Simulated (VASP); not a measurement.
# GaN (F-43m) in VASP: vibrations by perturbation theory with PBEsol

Aim: the vibrations by perturbation theory of GaN with PBEsol.

All numbers are computed with VASP 6.6.1; they aren't measurements. Logs are shortened: lines on timing, memory, paths and dates and some standing lists are left out, and cuts for length are marked.

## 1. The cell of the first run

It takes space group F-43m (No. 216, cubic). Conventional cell: a = 4.507 Å, b = 4.507 Å, c = 4.507 Å, α = 90.00°, β = 90.00°, γ = 90.00°. Within 2.6 Å of Ga (site symmetry -43m) lie 4 N at 1.95 Å. Within 2.6 Å of N (site symmetry -43m) lie 4 Ga at 1.95 Å.

## 2. Vibrations by perturbation theory, PBEsol

The input, INCAR:

```
SYSTEM = GaN
PREC = Accurate
ENCUT = 520
EDIFF = 1E-8
ISMEAR = 0
SIGMA = 0.01
LREAL = .FALSE.
LASPH = .TRUE.
NELM = 80
ALGO = Normal
ISIF = 2
LWAVE = .FALSE.
LCHARG = .FALSE.
GGA = PS
NBANDS = 16
IBRION = 8
NSW = 1
LEPSILON = .TRUE.
```

The input, KPOINTS:

```
regular mesh
0
G
  8 8 8
  0 0 0
```

The input, POSCAR:

```
GaN
1.0
    0.0000000000      2.2535000000      2.2535000000
    2.2535000000      0.0000000000      2.2535000000
    2.2535000000      2.2535000000      0.0000000000
Ga N
1 1
Direct
    0.0000000000      0.0000000000      0.0000000000
    0.7500000000      0.7500000000      0.7500000000
```

Potentials or basis: VASP PAW PBE potentials, release 64 (Ga_d, N).

Command:

```
cat potpaw_PBE.64/Ga_d/POTCAR potpaw_PBE.64/N/POTCAR > POTCAR
mpirun -np 1 vasp_std > vasp.out
```

OUTCAR:

```text
SYSTEM = GaN
   PREC = Accurate
   ENCUT = 520
   EDIFF = 1E-8
   ISMEAR = 0
   LREAL = .FALSE.
   LASPH = .TRUE.
   NELM = 80
   ISIF = 2
   GGA = PS
   IBRION = 8
   NSW = 1
   LEPSILON = .TRUE.

 ion  position               nearest neighbor table
   1  0.000  0.000  0.000-   2 1.95   2 1.95   2 1.95   2 1.95
   2  0.750  0.750  0.750-   1 1.95   1 1.95   1 1.95   1 1.95

  LATTYP: Found a face centered cubic cell.
 ALAT       =     4.5070000000

  Lattice vectors:

 A1 = (   0.0000000000,   2.2535000000,   2.2535000000)
 A2 = (   2.2535000000,   0.0000000000,   2.2535000000)
 A3 = (   2.2535000000,   2.2535000000,   0.0000000000)

Analysis of symmetry for initial positions (statically):
=====================================================================
 Subroutine PRICEL returns:
 Original cell was already a primitive cell.

 Routine SETGRP: Setting up the symmetry group for a
 face centered cubic supercell.

 Subroutine GETGRP returns: Found 24 space group operations
 (whereof 24 operations were pure point group operations)
 out of a pool of 48 trial point group operations.

The static configuration has the point symmetry T_d .

Analysis of symmetry for dynamics (positions and initial velocities):
=====================================================================
 Subroutine PRICEL returns:
 Original cell was already a primitive cell.

 Routine SETGRP: Setting up the symmetry group for a
 face centered cubic supercell.

 Subroutine GETGRP returns: Found 24 space group operations
 (whereof 24 operations were pure point group operations)
 out of a pool of 48 trial point group operations.

The dynamic configuration has the point symmetry T_d .

 Subroutine INISYM returns: Found 24 space group operations
 (whereof 24 operations are pure point group operations),
 and found     1 'primitive' translations

----------------------------------------------------------------------------------------

                                     Primitive cell

  volume of cell :      22.8877

  direct lattice vectors                    reciprocal lattice vectors
     0.000000000  2.253500000  2.253500000    -0.221877080  0.221877080  0.221877080
     2.253500000  0.000000000  2.253500000     0.221877080 -0.221877080  0.221877080
     2.253500000  2.253500000  0.000000000     0.221877080  0.221877080 -0.221877080

  length of vectors
     3.186930263  3.186930263  3.186930263     0.384302376  0.384302376  0.384302376

  position of ions in fractional coordinates (direct lattice)
     0.000000000  0.000000000  0.000000000
     0.750000000  0.750000000  0.750000000

  ion indices of the primitive-cell ions
   primitive index   ion index
                 1           1
                 2           2

----------------------------------------------------------------------------------------

 KPOINTS: regular mesh

Automatic generation of k-mesh.
 Grid dimensions read from file:
 generate k-points for:    8    8    8

 Generating k-lattice:

  Cartesian coordinates                     Fractional coordinates (reciprocal lattice)
[... 605 lines left out ...]
  ---------------------------------------------------
  ---------------------------------------------------
  free energy    TOTEN  =        -0.35653668 eV

  energy without entropy =       -0.35653668

------------------------ aborting loop because EDIFF is reached ----------------------------------------

--------------------------------------- Ionic step        2  -------------------------------------------

------------------------ aborting loop because EDIFF is reached ----------------------------------------

--------------------------------------- Ionic step        3  -------------------------------------------

------------------------ aborting loop because EDIFF is reached ----------------------------------------

 PIEZOELECTRIC TENSOR FIELD DIRECTION 3  (e Angst)
 -----------------------------------------------------------------------------
    -0.00150  1.45519  0.00000           ( -0.00000  0.10023  0.00000)
     1.45519 -0.00150  0.00000           (  0.10023 -0.00000  0.00000)
     0.00000  0.00000  0.00190           (  0.00000  0.00000 -0.00000)

 PIEZOELECTRIC TENSOR FIELD DIRECTION 3  (C/m^2)
 -----------------------------------------------------------------------------
    -0.00105  1.01865  0.00000
     1.01865 -0.00105  0.00000
     0.00000  0.00000  0.00133

--------------------------------------- Ionic step        4  -------------------------------------------

------------------------ aborting loop because EDIFF is reached ----------------------------------------

[... ionic steps 5 to 6 ...]

--------------------------------------- Ionic step        7  -------------------------------------------

 Free energy of the ion-electron system (eV)
  ---------------------------------------------------
  ---------------------------------------------------
  free energy    TOTEN  =        -0.23164885 eV

  energy without entropy =       -0.23164885

------------------------ aborting loop because EDIFF is reached ----------------------------------------

 INTERNAL STRAIN TENSOR  FOR ION    2  DIRECTION 1   (eV/Angst):
 -----------------------------------------------------------------------------
     0.00159  0.00000  0.00000
     0.00000 -0.00522  7.82820
     0.00000  7.82820 -0.00522

 MACROSCOPIC STATIC DIELECTRIC TENSOR (including local field effects in DFT)
 ------------------------------------------------------
           6.287107    -0.000000     0.000000
          -0.000000     6.287107    -0.000000
          -0.000000    -0.000000     6.287107
 ------------------------------------------------------

 PIEZOELECTRIC TENSOR (including local field effects)  for field in x, y, z        (e  Angst)
          XX          YY          ZZ          XY          YZ          ZX
  --------------------------------------------------------------------------------
  x     0.00000     0.00000     0.00000     0.00000     1.45691     0.00000
  y     0.00000     0.00000     0.00000     0.00000     0.00000     1.45691
  z     0.00000     0.00000     0.00000     1.45691     0.00000     0.00000

 PIEZOELECTRIC TENSOR (including local field effects)  for field in x, y, z        (C/m^2)
          XX          YY          ZZ          XY          YZ          ZX
  --------------------------------------------------------------------------------
  x     0.00000     0.00000     0.00000     0.00000     1.01986     0.00000
  y     0.00000     0.00000     0.00000     0.00000     0.00000     1.01986
  z     0.00000     0.00000     0.00000     1.01986     0.00000     0.00000

 BORN EFFECTIVE CHARGES (including local field effects) (in |e|, cummulative output)
 ---------------------------------------------------------------------------------
 ion    1
    1     2.66264     0.00000     0.00000
    2     0.00000     2.66264     0.00000
    3     0.00000     0.00000     2.66264
 ion    2
    1    -2.66264     0.00000     0.00000
    2     0.00000    -2.66264     0.00000
    3    -0.00000    -0.00000    -2.66264

 INTERNAL STRAIN TENSOR FOR ION    2 for displacements in x,y,z  (eV/Angst):
          X           Y           Z          XY          YZ          ZX
  --------------------------------------------------------------------------------
  x     0.00000     0.00000     0.00000     0.00000     7.82820     0.00000
  y    -0.00000     0.00000    -0.00000     0.00000     0.00000     7.82820
  z     0.00000     0.00000     0.00000     7.82820     0.00000     0.00000

 SECOND DERIVATIVES (NOT SYMMETRIZED)
 ------------------------------------
               1X          1Y          1Z          2X          2Y          2Z
  1X   -11.988198    0.000000    0.000000   11.988198    0.000000    0.000000
  1Y     0.000000  -11.988198    0.000000    0.000000   11.988198    0.000000
  1Z     0.000000    0.000000  -11.988198    0.000000    0.000000   11.988198
  2X    11.969462    0.000000    0.000000  -11.969462    0.000000    0.000000
  2Y     0.000000   11.969462    0.000000    0.000000  -11.969462    0.000000
  2Z     0.000000    0.000000   11.969462    0.000000    0.000000  -11.969462

 Eigenvectors and eigenvalues of the dynamical matrix
 ----------------------------------------------------

   1 f  =   15.841720 THz    99.536460 2PiTHz  528.422889 cm-1    65.516059 meV
             X         Y         Z           dx          dy          dz
      0.000000  0.000000  0.000000    -0.000000    0.409202    0.000000
      3.380250  3.380250  3.380250     0.000000   -0.912444    0.000000
[... 21 lines left out ...]
   6 f/i=    0.004626 THz     0.029064 2PiTHz    0.154296 cm-1     0.019130 meV
             X         Y         Z           dx          dy          dz
      0.000000  0.000000  0.000000     0.162529    0.487749    0.753817
      3.380250  3.380250  3.380250     0.072889    0.218739    0.338062

--------------------------------------------------------------------------------------------------------

 MACROSCOPIC STATIC DIELECTRIC TENSOR IONIC CONTRIBUTION
 ------------------------------------------------------
           4.679207     0.000000    -0.000000
           0.000000     4.679207    -0.000000
          -0.000000    -0.000000     4.679207
 ------------------------------------------------------

 ELASTIC MODULI CONTR FROM IONIC RELAXATION (kBar)
 Direction    XX          YY          ZZ          XY          YZ          ZX
 --------------------------------------------------------------------------------
 XX          -0.0000     -0.0000     -0.0000     -0.0000      0.0000      0.0000
 YY          -0.0000     -0.0000     -0.0000     -0.0000      0.0000      0.0000
 ZZ          -0.0000     -0.0000     -0.0000      0.0000      0.0000      0.0000
 XY          -0.0000     -0.0000      0.0000   -330.2842      0.0000      0.0000
 YZ           0.0000      0.0000      0.0000      0.0000   -330.2842     -0.0000
 ZX           0.0000      0.0000      0.0000      0.0000     -0.0000   -330.2842
 --------------------------------------------------------------------------------

 PIEZOELECTRIC TENSOR IONIC CONTR  for field in x, y, z        (C/m^2)
          XX          YY          ZZ          XY          YZ          ZX
  --------------------------------------------------------------------------------
  x     0.00000     0.00000     0.00000     0.00000    -1.16978    -0.00000
  y     0.00000     0.00000     0.00000     0.00000    -0.00000    -1.16978
  z    -0.00000    -0.00000     0.00000    -1.16978     0.00000     0.00000
```

It took 7.5 min on 1 thread of Intel Xeon 8259CL, shared host; peak memory 0.22 GiB.

What came out:

```yaml
Electronic_dielectric_tensor_diagonal: 6.29
Born_charges_mean_of_the_diagonal: Ga +2.66; N -2.66 e
Highest_phonon_frequency_at_Γ_LO-TO_splitting_left_out: 528 cm⁻¹
```

Phonon frequencies in cm⁻¹ (negative: imaginary):
```tsv
q point	frequencies
(0.000, 0.000, 0.000)	0 0 0 528 528 528
```

Electronic dielectric tensor:
```
6.29 0.00 0.00
0.00 6.29 0.00
0.00 0.00 6.29
```

Born effective charge tensors (e):
atom 1, Ga
```
2.66 0.00 0.00
0.00 2.66 0.00
0.00 0.00 2.66
```
atom 2, N
```
-2.66  0.00  0.00
 0.00 -2.66  0.00
 0.00  0.00 -2.66
```

Caveat: the cell wasn't relaxed at this level first, which shifts response properties.
